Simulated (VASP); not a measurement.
# SnGe2 (P4mm) in VASP: single point with PBE

Aim: the single point of SnGe2 with PBE.

All numbers are computed with VASP 6.6.1; they aren't measurements. Logs are shortened: lines on timing, memory, paths and dates and some standing lists are left out, and cuts for length are marked.

## (1) The cell of the first run

The typed cell holds 3 atoms: a = 4.090 Å, b = 4.090 Å, c = 4.389 Å, α = 90.00°, β = 90.00°, γ = 90.00°.

## (2) Single point, PBE

The input, INCAR:

```
SYSTEM = SnGe2
ALGO = Normal ; EDIFF = 1E-6
ENCUT = 520 ; GGA = PE
ISIF = 2 ; ISMEAR = 0
LASPH = .TRUE. ; LCHARG = .FALSE.
LREAL = .FALSE. ; LWAVE = .FALSE.
NBANDS = 28 ; NELM = 80
PREC = Accurate ; SIGMA = 0.2
```

The input, KPOINTS:

```
k-points
0
G
  5 5 4
  0 0 0
```

The input, POSCAR:

```
SnGe2
1.0
    4.0904353032      0.0000000000      0.0000000000
    0.0000000000      4.0904353032      0.0000000000
    0.0000000000      0.0000000000      4.3894765475
Sn Ge
1 2
Direct
    0.0000000000      0.0000000000      0.7540318609
    0.0000000000      0.5000000000      0.2543184995
    0.5000000000      0.0000000000      0.2543184995
```

Potentials or basis: VASP PAW PBE potentials, release 64 (Sn_d, Ge_d).

Launch:

```sh
$ cat potpaw_PBE.64/Sn_d/POTCAR potpaw_PBE.64/Ge_d/POTCAR > POTCAR
$ mpirun -np 1 vasp_std > vasp.out
```

OUTCAR:

```text
SYSTEM = SnGe2
   EDIFF = 1E-6
   ENCUT = 520
   GGA = PE
   ISIF = 2
   ISMEAR = 0
   LASPH = .TRUE.
   LREAL = .FALSE.
   NELM = 80
   PREC = Accurate

 ion  position               nearest neighbor table
   1  0.000  0.000  0.754-   2 3.00   3 3.00   2 3.00   3 3.00   2 3.00   2 3.00   3 3.00   3 3.00

   2  0.000  0.500  0.254-   3 2.89   3 2.89   3 2.89   3 2.89   1 3.00   1 3.00   1 3.00   1 3.00

   3  0.500  0.000  0.254-   2 2.89   2 2.89   2 2.89   2 2.89   1 3.00   1 3.00   1 3.00   1 3.00

  LATTYP: Found a simple tetragonal cell.
 ALAT       =     4.0904353032
 C/A-ratio  =     1.0731074378

  Lattice vectors:

 A1 = (   4.0904353032,   0.0000000000,   0.0000000000)
 A2 = (   0.0000000000,   4.0904353032,   0.0000000000)
 A3 = (   0.0000000000,   0.0000000000,   4.3894765475)

Analysis of symmetry for initial positions (statically):
=====================================================================
 Subroutine PRICEL returns:
 Original cell was already a primitive cell.

 Routine SETGRP: Setting up the symmetry group for a
 simple tetragonal supercell.

 Subroutine GETGRP returns: Found  8 space group operations
 (whereof  8 operations were pure point group operations)
 out of a pool of 16 trial point group operations.

The static configuration has the point symmetry C_4v.

Analysis of symmetry for dynamics (positions and initial velocities):
=====================================================================
 Subroutine PRICEL returns:
 Original cell was already a primitive cell.

 Routine SETGRP: Setting up the symmetry group for a
 simple tetragonal supercell.

 Subroutine GETGRP returns: Found  8 space group operations
 (whereof  8 operations were pure point group operations)
 out of a pool of 16 trial point group operations.

The dynamic configuration has the point symmetry C_4v.

 Subroutine INISYM returns: Found  8 space group operations
 (whereof  8 operations are pure point group operations),
 and found     1 'primitive' translations

----------------------------------------------------------------------------------------

                                     Primitive cell

  volume of cell :      73.4432
[... 76 lines left out ...]
   ISTART =      0    job   : 0-new  1-cont  2-samecut
   ICHARG =      2    charge: 1-file 2-atom 10-const
   ISPIN  =      1    spin polarized calculation?
   LNONCOLLINEAR =      F non collinear calculations
   LSORBIT =      F    spin-orbit coupling
   LASPH  =      T    aspherical Exc in radial PAW
   ENCUT  =  520.0 eV  38.22 Ry    6.18 a.u.   7.61  7.61  8.16*2*pi/ulx,y,z
   NELM   =     80;   NELMIN=  2; NELMDL= -5     # of ELM steps
   EDIFF  = 0.1E-05   stopping-criterion for ELM
   LREAL  =      F    real-space projection
   EDIFFG = 0.1E-04   stopping-criterion for IOM
   NSW    =      0    number of steps for IOM
   IBRION =     -1    ionic relax: 0-MD 1-quasi-New 2-CG
   NFREE  =      0    steps in history (QN), initial steepest desc. (CG)
   ISIF   =      2    stress and relaxation
   ISYM   =      2    0-nonsym 1-usesym 2-fastsym
   POTIM  = 0.5000    time-step for ionic-motion
   TEBEG  =    0.0;   TEEND  =   0.0 temperature during run
   PSTRESS=    0.0 pullay stress
   NELECT =      42.0000    total number of electrons
   NUPDOWN=      -1.0000    fix difference up-down
   EMIN   =  10.00;   EMAX   =-10.00  energy-range for DOS
   EFERMI =   0.00;   METHOD = LEGACY
   ISMEAR =     0;   SIGMA  =   0.20  broadening in eV -4-tet -1-fermi 0-gaus
   EFERMI_NEDOS =   21; number of points for ismear=-14 and -15
   IALGO  =     38    algorithm
   IMIX   =      4    mixing-type and parameters
     AMIX     =   0.40;   BMIX     =  1.00
     AMIX_MAG =   1.60;   BMIX_MAG =  1.00
  volume/ion in A,a.u.               =      24.48       165.21
  Fermi-wavevector in a.u.,A,eV,Ry     =   1.358858  2.567869 25.123082  1.846494
  Thomas-Fermi vector in A             =   2.485655
   LORBIT       =      0    0 simple, 1 ext, 2 COOP (PROOUT), +10 PAW based schemes
   GGA     = PE    functional components
   LHFCALC =     F    Hartree Fock is set to
   AEXX    =    0.0000 exact exchange contribution
   IVDW    =     0    specifies the selected vdW correction
   LEPSILON=     F    determine dielectric tensor
   LRPA    =     F    only Hartree local field effects (RPA)
 non-spin polarized calculation
 Gauss-broadening in eV      SIGMA  =   0.20
  energy-cutoff  :      520.00
  volume of cell :       73.44
 maximum number of plane-waves:      1993
   NGX = 15   NGY = 15   NGZ = 17

 number of electron      41.9999984 magnetization

 Free energy of the ion-electron system (eV)
  ---------------------------------------------------
  ext. energy  EPLUGINS =         0.00000000
  ---------------------------------------------------
  free energy    TOTEN  =       -12.26815509 eV

  energy without entropy =      -12.24636521  energy(sigma->0) =      -12.25726015

 E-fermi :   5.8568     XC(G=0): -10.1232

 val. band max:        5.8334897623   @ k =   0.2000   0.0000   0.2500
 cond. band min:       5.9589248196   @ k =   0.2000   0.2000   0.2500
 fundamental gap:      0.1254350574
 Fermi energy:         5.8568023215

 k-point     1 :       0.0000    0.0000    0.0000
  band No.  band energies     occupation
      1     -18.7898      2.00000
      2     -18.7455      2.00000
      3     -18.7424      2.00000
      4     -18.7296      2.00000
      5     -18.7296      2.00000
      6     -18.6866      2.00000
[... 547 lines left out ...]
     27      13.8115      0.00000
     28      13.9520      0.00000

------------------------ aborting loop because EDIFF is reached ----------------------------------------

  FORCE on cell =-STRESS in cart. coord.  units (eV):
  Direction    XX          YY          ZZ          XY          YZ          ZX
  --------------------------------------------------------------------------------------
  -------------------------------------------------------------------------------------
  Total        0.0547442      0.0547442     -0.0483821      0.0000000     -0.0000000      0.0000000
  in kB        1.1942547      1.1942547     -1.0554638      0.0000000     -0.0000000      0.0000000
  external PRESSURE =       0.4443485 kB  Pullay stress =       0.0000000 kB

 VOLUME and BASIS-vectors are now :
 -----------------------------------------------------------------------------
  energy-cutoff  :      520.00
  volume of cell :       73.44
      direct lattice vectors                 reciprocal lattice vectors
     4.090435303  0.000000000  0.000000000     0.244472758  0.000000000  0.000000000
     0.000000000  4.090435303  0.000000000     0.000000000  0.244472758  0.000000000
     0.000000000  0.000000000  4.389476548     0.000000000  0.000000000  0.227817597

 POSITION                                       TOTAL-FORCE (eV/Angst)
 -----------------------------------------------------------------------------------
      0.00000      0.00000      3.30981         0.000000      0.000000      0.006956
      0.00000      2.04522      1.11633         0.000000      0.000000     -0.003478
      2.04522      0.00000      1.11633         0.000000     -0.000000     -0.003478
 -----------------------------------------------------------------------------------
    total drift:                                0.000000      0.000000     -0.000527

  FREE ENERGIE OF THE ION-ELECTRON SYSTEM (eV)
  ---------------------------------------------------
  free  energy   TOTEN  =       -12.2681550885 eV

  energy  without entropy=      -12.2463652129  energy(sigma->0) =      -12.25726015
```

OSZICAR:

```text
N       E                     dE             d eps       ncg     rms          rms(c)
DAV:   1     0.343555860871E+03    0.34356E+03   -0.21508E+04  1112   0.361E+03
DAV:   2     0.454775748301E+02   -0.29808E+03   -0.29143E+03  1008   0.688E+02
DAV:   3    -0.959438359713E+01   -0.55072E+02   -0.54418E+02  1148   0.192E+02
DAV:   4    -0.122860452824E+02   -0.26917E+01   -0.26867E+01  1172   0.493E+01
DAV:   5    -0.123428921812E+02   -0.56847E-01   -0.56843E-01  1088   0.776E+00    0.240E+00
DAV:   6    -0.122810359580E+02    0.61856E-01   -0.94510E-02  1264   0.270E+00    0.135E+00
DAV:   7    -0.122672090925E+02    0.13827E-01   -0.69369E-02  1152   0.214E+00    0.244E-01
DAV:   8    -0.122679384993E+02   -0.72941E-03   -0.11228E-02  1116   0.108E+00    0.733E-02
DAV:   9    -0.122680872092E+02   -0.14871E-03   -0.89586E-04  1204   0.280E-01    0.522E-02
DAV:  10    -0.122681504507E+02   -0.63241E-04   -0.20735E-04  1216   0.120E-01    0.962E-03
DAV:  11    -0.122681569772E+02   -0.65265E-05   -0.27025E-05  1144   0.498E-02    0.529E-03
DAV:  12    -0.122681548318E+02    0.21454E-05   -0.90323E-06  1020   0.315E-02    0.137E-03
DAV:  13    -0.122681550885E+02   -0.25676E-06   -0.11297E-06   780   0.914E-03
   1 F= -.12268155E+02 E0= -.12257260E+02  d E =-.217899E-01
```

Run time: 20 s. Hardware: 1 thread of Intel Xeon Platinum 8488C (Sapphire Rapids), shared host; peak memory 0.19 GiB.

What came out:

| Quantity | Value |
| --- | --- |
| Free energy | -12.2682 eV |
| Pressure | 0.0 GPa |
| Largest force | 0.007 eV/Å |
| Band gap on the k mesh | zero (band 21 reaches 7.06 eV, above the bottom of band 22 at 2.94 eV) |

Forces on the atoms (eV/Å):
```
Sn   0.000  0.000  0.007
Ge   0.000  0.000 -0.003
Ge   0.000  0.000 -0.003
```

Stress tensor (GPa, compression positive):
```
 0.12  0.00  0.00
 0.00  0.12  0.00
 0.00  0.00 -0.11
```

Levels at points of the mesh, in eV from the Fermi level:
```tsv
k point	band 18	band 19	band 20	band 21	band 22	band 23	band 24	band 25
(0.00, 0.00, 0.00)	-4.19	-3.35	-2.63	-2.63	2.63	3.07	4.24	4.24
(0.00, 0.00, 0.50)	-4.35	-1.55	-1.55	1.20	1.33	1.33	1.91	2.89
```

Caveat: spin-orbit coupling is left out, which moves the levels of the heavy elements.
